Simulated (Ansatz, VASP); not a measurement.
**One calculation of SrAl3O2, two programs**

The input INCAR:

```
SYSTEM = SrAl3O2
PREC     = Accurate       ! precision mode
ENCUT    = 520            ! plane-wave cutoff, eV
EDIFF    = 1E-7           ! SCF threshold, eV
ISMEAR   = 0              ! smearing method
SIGMA    = 0.1            ! smearing width, eV
LREAL    = .False.        ! projectors in reciprocal space
LASPH    = .True.         ! aspherical terms in the spheres
NELM     = 100            ! most SCF steps
ALGO     = Normal         ! electronic algorithm
ISIF     = 2              ! what is computed and relaxed
LWAVE    = .False.        ! write WAVECAR
LCHARG   = .True.         ! write CHGCAR
GGA      = PE             ! functional
LELF     = .True.         ! ELF
LVHAR    = .True.       
NBANDS   = 24             ! bands
```

The input KPOINTS:

```
regular mesh
0
Gamma
  6 6 6
  0 0 0
```

The input POSCAR:

```
SrAl3O2
1.0
    5.6456552600      0.0000000000      0.0000000000
   -2.8228276300      4.8892808800      0.0000000000
    0.0000000000      0.0000000000      3.3097759400
Sr Al O
1 3 2
Direct
    0.0000000000      0.0000000000      0.5000000000
    0.0000000000      0.5000000000      0.0000000000
    0.5000000000      0.5000000000      0.0000000000
    0.5000000000      0.0000000000      0.0000000000
    0.6666666700      0.3333333300      0.5000000000
    0.3333333300      0.6666666700      0.5000000000
```

Input for Ansatz:

```yaml
crystal:
  lattice:
    - [5.64565526, 0.0, 0.0]
    - [-2.82282763, 4.88928088, 0.0]
    - [0.0, 0.0, 3.30977594]
  atoms:
    - { symbol: Sr, position: [0.0, 0.0, 0.5] }
    - { symbol: Al, position: [0.0, 0.5, 0.0] }
    - { symbol: Al, position: [0.5, 0.5, 0.0] }
    - { symbol: Al, position: [0.5, 0.0, 0.0] }
    - { symbol: O, position: [0.66666667, 0.33333333, 0.5] }
    - { symbol: O, position: [0.33333333, 0.66666667, 0.5] }
basis:
  ecutwfc: 420
kpoints:
  mp_grid: { grid: [6, 6, 6] }
hamiltonian:
  xc: pbe
scf:
  occupations: { method: gaussian, width: 0.1 }
  lower_state_search: "off"
output:
  forces: true
  stress: true
  eigenvalues: true
```

Change from the starting cell: species swapped into the DyB2Rh3 type (P6/mmm, No. 191).

Alike in both runs: task single point; functional PBE; k mesh 6 × 6 × 6; occupations gaussian, width 0.1 eV; no spin polarisation.

|  | VASP | Ansatz |
| --- | --- | --- |
| version | VASP 6.6.1 | Ansatz 0.2.0 |
| potentials or method | VASP PAW PBE potentials, release 64 (Sr_sv, Al, O), cutoff 520 eV | scalar-relativistic, plane waves, PAW |
| valence electrons in the cell | 31 | 31 |

|  | VASP | Ansatz | Ansatz less VASP |
| --- | --- | --- | --- |
| gap on the k mesh at the Fermi level (eV) | none | none | - |
| pressure (GPa) | 1.9 | 1.9 | -0.04 |
| traceless stress, the component that is largest in VASP (GPa) | 7.14 | 7.13 | -0.014 |

A gap of «none» marks a metal or a gap that the smearing closes. With one functional, cell and mesh, what is left measures potentials, basis and numerics.
